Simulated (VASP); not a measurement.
A run of VASP 6.6.1:

INCAR

```
SYSTEM = Al
PREC = Accurate ; ENCUT = 520
EDIFF = 1E-6 ; ISMEAR = 0
SIGMA = 0.15 ; LREAL = .False.
LASPH = .True. ; NELM = 80
ALGO = Fast ; ISIF = 2
LWAVE = .False. ; LCHARG = .False.
GGA = PE ; ISYM = 0
NBANDS = 14
```

The input KPOINTS:

```
regular mesh
0
Gamma
  16 16 5
  0 0 0
```

The input POSCAR:

```
Al
1.0
   -1.6174623135      1.6174623135     -1.6174623135
   -1.6174623135     -1.6174623135      1.6174623135
   -0.8087311568      5.6611180974      7.2785804109
Al
4
Direct
    0.0000000000     -0.4375000000      0.8750000000
    0.5000000000      0.4375000000      0.1250000000
    0.0000000000     -0.1875000000      0.3750000000
    0.5000000000      0.1875000000      0.6250000000
```

Potentials or basis: VASP PAW PBE potentials, release 64 (Al).

Command:

```sh
$ cat potpaw_PBE.64/Al/POTCAR > POTCAR
$ mpirun -np 1 vasp_std > vasp.out
```

Hardware: 1 thread of Intel Xeon 8259CL, with other jobs on the host.

**Question.** How long does it take, and how much memory?

**Answer.** It took 5.9 min on 1 thread of Intel Xeon 8259CL (shared host), peak memory 0.54 GiB. Counts: scf iterations 13, k points 642.
